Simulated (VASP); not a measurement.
# SnO2 in VASP: further runs, part 2 of 2

VASP 6.6.1. Earlier steps stand in the parts before.

## Step 3: Single point, PBE (shear of c along a, cell held: +3.0 %, then relaxed in part)

INCAR reads:

```
PREC = Accurate ; ENCUT = 600
EDIFF = 1E-6 ; ISMEAR = 0
SIGMA = 0.02 ; LREAL = False
LASPH = True ; NELM = 120
ALGO = Normal ; ISIF = 2
LWAVE = False ; LCHARG = True
GGA = PE ; LELF = True
LVHAR = True ; NBANDS = 35
GGA_COMPAT = False
```

KPOINTS reads:

```
regular mesh
0
Gamma
  6 6 8
```

POSCAR reads:

```
SnO2
1.0
    4.8271903440      0.0000000000      0.0000000000
    0.0000000000      4.8271903440      0.0000000000
    0.0971445676      0.0000000000      3.2381522517
Sn O
2 4
Direct
    0.5000000000      0.5000000000      0.5000000000
    0.0000000000      0.0000000000      0.0000000000
    0.1938489288      0.8069250228      0.4965323183
    0.8061510712      0.1930749772      0.5034676817
    0.3061510712      0.3069250228      0.0034676817
    0.6938489288      0.6930749772     -0.0034676817
```

Potentials or basis: VASP PAW PBE potentials, release 64 (Sn_d, O).

Run with:

```bash
$ cat potpaw_PBE.64/Sn_d/POTCAR potpaw_PBE.64/O/POTCAR > POTCAR
$ mpirun -np 1 vasp_std > vasp.out
```

OUTCAR:

```text
PREC = Accurate
   ENCUT = 600
   EDIFF = 1E-6
   ISMEAR = 0
   LREAL = False
   LASPH = True
   NELM = 120
   ISIF = 2
   GGA = PE

 ion  position               nearest neighbor table
   1  0.500  0.500  0.500-   5 2.08   6 2.08   4 2.09   3 2.09   6 2.10   5 2.10   2 3.75   2 3.75
                             2 3.75   2 3.75
   2  0.000  0.000  0.000-   4 2.08   3 2.08   6 2.09   5 2.09   4 2.10   3 2.10   1 3.75   1 3.75
                             1 3.75   1 3.75
   3  0.194  0.807  0.497-   2 2.08   1 2.09   2 2.10
   4  0.806  0.193  0.503-   2 2.08   1 2.09   2 2.10
   5  0.306  0.307  0.003-   1 2.08   2 2.09   1 2.10
   6  0.694  0.693  0.997-   1 2.08   2 2.09   1 2.10

  LATTYP: Found a simple monoclinic cell.
 ALAT       =     3.2396090925
 B/A-ratio  =     1.4900533386
 C/A-ratio  =     1.4900533386
 COS(beta)  =    -0.0299865091

  Lattice vectors:

 A1 = (   0.0971445676,   0.0000000000,   3.2381522517)
 A2 = (   0.0000000000,   4.8271903440,   0.0000000000)
 A3 = (  -4.8271903440,   0.0000000000,   0.0000000000)

Analysis of symmetry for initial positions (statically):
=====================================================================
 Subroutine PRICEL returns:
 Original cell was already a primitive cell.
[... 187 lines left out ...]

 k-point     1 :       0.0000    0.0000    0.0000
  band No.  band energies     occupation
      1     -15.5035      2.00000
      2     -14.8390      2.00000
      3     -14.6472      2.00000
      4     -14.6232      2.00000
      5     -14.6201      2.00000
      6     -14.5525      2.00000
[... 901 lines left out ...]
     34      17.3151      0.00000
     35      17.6997      0.00000

 [... further k-points ...]

------------------------ aborting loop because EDIFF is reached ----------------------------------------

  FORCE on cell =-STRESS in cart. coord.  units (eV):
  Direction    XX          YY          ZZ          XY          YZ          ZX
  --------------------------------------------------------------------------------------
  -------------------------------------------------------------------------------------
  Total        0.1658471      0.1977546      0.2898256      0.0000000      0.0000000     -1.2019419
  in kB        3.5215377      4.1990509      6.1540527      0.0000000      0.0000000    -25.5216018
  external PRESSURE =       4.6248804 kB  Pullay stress =       0.0000000 kB

 VOLUME and BASIS-vectors are now :
 -----------------------------------------------------------------------------
  energy-cutoff  :      600.00
  volume of cell :       75.45
      direct lattice vectors                 reciprocal lattice vectors
     4.827190344  0.000000000  0.000000000     0.207159844  0.000000000 -0.006214795
     0.000000000  4.827190344  0.000000000     0.000000000  0.207159844  0.000000000
     0.097144568  0.000000000  3.238152252     0.000000000  0.000000000  0.308818092

 POSITION                                       TOTAL-FORCE (eV/Angst)
 -----------------------------------------------------------------------------------
      2.46217      2.41360      1.61908        -0.000000      0.000000     -0.000000
      0.00000      0.00000      0.00000         0.000000      0.000000     -0.000000
      0.98398      3.89518      1.60785         0.012295     -0.010785     -0.003957
      3.94035      0.93201      1.63031        -0.012295      0.010785      0.003957
      1.47819      1.48159      0.01123        -0.012295     -0.010785      0.003957
      3.44615      3.34560      3.22692         0.012295      0.010785     -0.003957
 -----------------------------------------------------------------------------------
    total drift:                                0.000000      0.000000     -0.000000

  FREE ENERGIE OF THE ION-ELECTRON SYSTEM (eV)
  ---------------------------------------------------
  free  energy   TOTEN  =       -37.3022957828 eV

  energy  without entropy=      -37.3022957828  energy(sigma->0) =      -37.30229578
```

OSZICAR:

```text
N       E                     dE             d eps       ncg     rms          rms(c)
DAV:   1     0.673374899709E+03    0.67337E+03   -0.27866E+04  8017   0.250E+03
DAV:   2     0.679346368068E+02   -0.60544E+03   -0.57129E+03  7784   0.649E+02
DAV:   3    -0.374520055002E+02   -0.10539E+03   -0.10320E+03  7902   0.219E+02
DAV:   4    -0.432887563146E+02   -0.58368E+01   -0.57904E+01  9194   0.549E+01
DAV:   5    -0.434374166162E+02   -0.14866E+00   -0.14843E+00  9024   0.928E+00    0.156E+01
DAV:   6    -0.372365166126E+02    0.62009E+01   -0.17593E+01 11586   0.644E+01    0.605E+00
DAV:   7    -0.373340874455E+02   -0.97571E-01   -0.19900E+00  8491   0.789E+00    0.318E+00
DAV:   8    -0.373092994570E+02    0.24788E-01   -0.18708E-01 11107   0.388E+00    0.737E-01
DAV:   9    -0.373014080692E+02    0.78914E-02   -0.34656E-02 11910   0.279E+00    0.130E-01
DAV:  10    -0.373022132696E+02   -0.80520E-03   -0.41433E-03  9368   0.564E-01    0.466E-02
DAV:  11    -0.373022972711E+02   -0.84001E-04   -0.19447E-04 11218   0.118E-01    0.202E-02
DAV:  12    -0.373022984992E+02   -0.12281E-05   -0.12751E-05 10839   0.256E-02    0.129E-02
DAV:  13    -0.373022955366E+02    0.29626E-05   -0.82053E-06  8693   0.371E-02    0.235E-03
DAV:  14    -0.373022957828E+02   -0.24619E-06   -0.61321E-07  4705   0.548E-03
   1 F= -.37302296E+02 E0= -.37302296E+02  d E =-.235044E-25
```

stdout:

```text
POSCAR found type information on POSCAR SnO
 POSCAR found :  2 types and       6 ions
 scaLAPACK will be used
 LDA part: xc-table for (Slater+PW92), standard interpolation
 POSCAR, INCAR and KPOINTS ok, starting setup
 FFT: planning ... GRIDC
 FFT: planning ... GRID_SOFT
 FFT: planning ... GRID
 WAVECAR not read
 entering main loop
```

Run time: 3 min. Hardware: 1 thread of Intel Xeon 6975P-C (Granite Rapids), shared host; peak memory 0.38 GiB.

Results:

```
Free energy            : -37.3023 eV
Pressure               : 0.5 GPa
Largest force          : 0.017 eV/Å
Band gap on the k mesh : 0.66 eV
```

Forces on the atoms (eV/Å):
```
Sn   0.000  0.000  0.000
Sn   0.000  0.000  0.000
O    0.012 -0.011 -0.004
O   -0.012  0.011  0.004
O   -0.012 -0.011  0.004
O    0.012  0.011 -0.004
```

Levels at points of the mesh, in eV from the valence-band top:
```csv
k point,band 22,band 23,band 24,band 25,band 26,band 27,band 28,band 29,band 30,band 31
"(0.00, 0.00, 0.00)",-1.27,-1.26,-0.75,-0.74,0.00,0.66,5.68,6.03,6.05,10.13
"(0.50, 0.00, 0.00)",-1.90,-1.21,-1.21,-0.61,-0.61,3.87,3.87,6.78,6.78,10.38
"(0.00, 0.50, 0.00)",-1.91,-1.22,-1.22,-0.60,-0.60,3.87,3.87,6.80,6.80,10.38
"(0.50, 0.50, 0.00)",-1.87,-1.34,-1.34,-0.86,-0.86,4.26,4.26,7.13,7.13,10.47
"(0.00, 0.00, 0.50)",-2.58,-1.53,-1.53,-1.18,-1.18,5.58,5.58,9.31,9.31,10.29
"(0.50, 0.00, 0.50)",-1.67,-1.12,-0.92,-0.83,-0.68,5.77,5.90,7.48,7.73,10.53
"(0.00, 0.50, 0.50)",-1.66,-1.02,-1.02,-0.75,-0.75,5.83,5.83,7.59,7.59,10.55
"(0.50, 0.50, 0.50)",-2.41,-0.94,-0.94,-0.76,-0.76,4.34,4.34,8.59,8.59,10.50
```

Caveat: the cell differs from its parent crystal (shear of c along a, cell held: +3.0 %, then relaxed in part); spin-orbit coupling is left out, which moves the levels of the heavy elements.

## Step 4: Single point, PBE

This run uses another cell than the first one, of 12.58 Å³/atom.

INCAR reads:

```
SYSTEM = SnO2
PREC = Accurate
ENCUT = 600
EDIFF = 1E-6
ISMEAR = 0
SIGMA = 0.02
LREAL = .FALSE.
LASPH = .TRUE.
NELM = 120
ALGO = Normal
ISIF = 2
LWAVE = .FALSE.
LCHARG = .FALSE.
GGA = PE
NBANDS = 35
GGA_COMPAT = .FALSE.
```

KPOINTS reads:

```
Automatic mesh
0
G
  6 6 8
  0 0 0
```

POSCAR is that of step 3.

Run with:

```bash
$ cat potpaw_PBE.64/Sn_d/POTCAR potpaw_PBE.64/O/POTCAR > POTCAR
$ mpirun -np 1 vasp_std > vasp.out
```

Wall time 2.9 min (1 thread of Intel Xeon 6975P-C (Granite Rapids), shared host); peak memory 0.38 GiB.

It converged, with:

```
Free energy            : -37.3023 eV
Pressure               : 0.5 GPa
Largest force          : 0.017 eV/Å
Band gap on the k mesh : 0.66 eV
```

Forces in eV/Å, atoms in the order of the input:
```
Sn   0.000  0.000  0.000
Sn   0.000  0.000  0.000
O    0.012 -0.011 -0.004
O   -0.012  0.011  0.004
O   -0.012 -0.011  0.004
O    0.012  0.011 -0.004
```

Stress tensor (GPa, compression positive):
```
 0.35  0.00 -2.55
 0.00  0.42  0.00
-2.55  0.00  0.62
```

Levels at points of the mesh, in eV from the valence-band top:
| k point | band 22 | band 23 | band 24 | band 25 | band 26 | band 27 | band 28 | band 29 | band 30 | band 31 |
| --- | --- | --- | --- | --- | --- | --- | --- | --- | --- | --- |
| (0.00, 0.00, 0.00) | -1.27 | -1.26 | -0.75 | -0.74 | 0.00 | 0.66 | 5.68 | 6.03 | 6.05 | 10.13 |
| (0.50, 0.00, 0.00) | -1.90 | -1.21 | -1.21 | -0.61 | -0.61 | 3.87 | 3.87 | 6.78 | 6.78 | 10.38 |
| (0.00, 0.50, 0.00) | -1.91 | -1.22 | -1.22 | -0.60 | -0.60 | 3.87 | 3.87 | 6.80 | 6.80 | 10.38 |
| (0.50, 0.50, 0.00) | -1.87 | -1.34 | -1.34 | -0.86 | -0.86 | 4.26 | 4.26 | 7.13 | 7.13 | 10.47 |
| (0.00, 0.00, 0.50) | -2.58 | -1.53 | -1.53 | -1.18 | -1.18 | 5.58 | 5.58 | 9.31 | 9.31 | 10.29 |
| (0.50, 0.00, 0.50) | -1.67 | -1.12 | -0.92 | -0.83 | -0.68 | 5.77 | 5.90 | 7.48 | 7.73 | 10.53 |
| (0.00, 0.50, 0.50) | -1.66 | -1.02 | -1.02 | -0.75 | -0.75 | 5.83 | 5.83 | 7.59 | 7.59 | 10.55 |
| (0.50, 0.50, 0.50) | -2.41 | -0.94 | -0.94 | -0.76 | -0.76 | 4.34 | 4.34 | 8.59 | 8.59 | 10.50 |

Caveat: spin-orbit coupling is left out, which moves the levels of the heavy elements.

## Step 5: Single point, PBE (uniaxial strain along c: -4.5 %)

INCAR reads:

```
PREC = Accurate ; ENCUT = 520
EDIFF = 1E-6 ; ISMEAR = 0
SIGMA = 0.02 ; LREAL = F
LASPH = T ; NELM = 100
ALGO = Normal ; ISIF = 2
LWAVE = F ; LCHARG = T
GGA = PE ; LELF = T
LVHAR = T ; NBANDS = 35
```

KPOINTS reads:

```
regular mesh
0
Gamma
  6 6 8
```

POSCAR reads:

```
SnO2
1.0
    4.8814962421      0.0000000000      0.0000000000
    0.0000000000      4.8814962421      0.0000000000
    0.0000000000      0.0000000000      3.0924353985
Sn O
2 4
Direct
    0.5000000000      0.5000000000      0.5000000000
    0.0000000000      0.0000000000      0.0000000000
    0.1942924238      0.8057075762      0.5000000000
    0.8057075762      0.1942924238      0.5000000000
    0.3057075762      0.3057075762      0.0000000000
    0.6942924238      0.6942924238      0.0000000000
```

Run with:

```bash
$ cat potpaw_PBE.64/Sn_d/POTCAR potpaw_PBE.64/O/POTCAR > POTCAR
$ mpirun -np 1 vasp_std > vasp.out
```

Wall time 64 s (1 thread of AMD EPYC 9R45 (Zen 5), shared host); peak memory 0.2 GiB.

The run converged. Its results:

```yaml
Free_energy: -37.1385 eV
Pressure: 7.7 GPa
Largest_force: 0.163 eV/Å
Band_gap_on_the_k_mesh: 1.12 eV
```

Forces on the atoms (eV/Å):
```
Sn   0.000  0.000  0.000
Sn   0.000  0.000  0.000
O    0.115 -0.115  0.000
O   -0.115  0.115  0.000
O   -0.115 -0.115  0.000
O    0.115  0.115  0.000
```

Stress tensor (GPa, compression positive):
```
 2.80  0.00  0.00
 0.00  2.80  0.00
 0.00  0.00 17.55
```

Levels at points of the mesh, in eV from the valence-band top:
```
           k point  band 22  band 23  band 24  band 25  band 26  band 27  band 28  band 29  band 30  band 31
(0.00, 0.00, 0.00)    -1.09    -1.09    -0.83    -0.83     0.00     1.12     6.45     6.57     6.57    10.16
(0.50, 0.00, 0.00)    -1.99    -1.06    -1.06    -0.68    -0.68     4.18     4.18     7.40     7.40    10.34
(0.50, 0.50, 0.00)    -1.89    -1.15    -1.15    -0.98    -0.98     4.72     4.72     7.63     7.63    10.32
(0.00, 0.00, 0.50)    -2.62    -1.55    -1.55    -1.22    -1.22     5.91     5.91     9.32     9.32    10.43
(0.50, 0.00, 0.50)    -1.69    -1.09    -1.09    -0.83    -0.83     6.12     6.12     7.48     7.48    11.36
(0.50, 0.50, 0.50)    -2.57    -0.98    -0.98    -0.88    -0.88     4.50     4.50     8.73     8.73    10.75
```

Caveat: the cell differs from its parent crystal (uniaxial strain along c: -4.5 %); the cell stands under pressure; spin-orbit coupling is left out, which moves the levels of the heavy elements.

## Step 6: Overview

| task | cell | cutoff (eV) | gap on the mesh (eV) | pressure (GPa) | largest force (eV/Å) |
| --- | --- | --- | --- | --- | --- |
| relaxation of cell and atoms | relaxed to 1 GPa from a = 4.812, b = 4.812, c = 3.228 Å, 6 atoms | 600 | 0.70 | 1.0 | - |
| single point | a = 4.827, b = 4.827, c = 3.240 Å, angles 90.0, 88.3, 90.0°, 6 atoms | 600 | 0.66 | 0.5 | 0.02 |
| single point | a = 4.881, b = 4.881, c = 3.092 Å, 6 atoms | 520 | 1.12 | 7.7 | 0.16 |

Alike in all rows: level PBE; potentials or basis VASP PAW PBE potentials, release 64 (Sn_d, O); no spin polarisation; k mesh 6 × 6 × 8; smearing gaussian 0.02 eV.

Caveats: spin-orbit coupling is left out, which moves the levels of the heavy elements; the cell is relaxed towards a set pressure, so the run minimises the enthalpy, not the energy (at least some runs); the cell stands under pressure (at least some runs).

Absolute energies hang on the potentials; compare differences alone.
